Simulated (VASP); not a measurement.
Crystal: Sr2CuSi3.

```
Si Sr Cu
1.0
     0.00000    0.00000    3.78701
     0.00000   -4.23314    0.00000
     6.87324    2.11657   -1.89350
Si Sr Cu
3 2 1
Cartesian
  0.0000 0.0000 0.0000
  2.1266 -2.1166 0.0000
  4.7467 0.0000 1.8935
  4.8401 -2.1166 0.0000
  2.0331 0.0000 1.8935
  0.0000 -2.1166 0.0000
```

Base run:

```yaml
Program: VASP 6.6.1
Functional: PBE
Potentials_or_basis: VASP PAW PBE potentials, release 64 (Si, Sr_sv, Cu)
Cutoff: 520 eV
k_mesh: 5 × 5 × 5
Occupations: gaussian, width 0.0182 eV
Spin: no spin polarisation
```

Its results: band gap on the k mesh zero (an odd number of electrons rules out a gap without spin polarisation); pressure 29.6 GPa; largest force 0.534 eV/Å.

**Question.** After a change of settings the same cell gave: band gap on the k mesh zero (an odd number of electrons rules out a gap without spin polarisation); pressure 23.1 GPa; largest force 0.328 eV/Å. Which change was it?
A. further incar settings from ALGO = Normal; EDIFF = 1e-06; NBANDS = 30 to ALGO = Normal; EDIFF = 1e-07; NBANDS = 30
B. functional from PBE to LDA; potentials or basis from VASP PAW PBE potentials, release 64 (Si, Sr_sv, Cu) to VASP PAW LDA potentials, release 64 (Si, Sr_sv, Cu)
C. further incar settings from ALGO = Normal; EDIFF = 1e-06; NBANDS = 30 to ALGO = Normal; EDIFF = 1e-07; NBANDS = 30; dispersion from none to D4

**Answer.** B.

Caveats: an odd number of electrons without spin polarisation forces a metal; a magnetic or distorted state may lie lower; the stress differs along the axes, from 24 to 36 GPa (at least some runs); the stress differs along the axes, from 17 to 29 GPa (at least some runs).
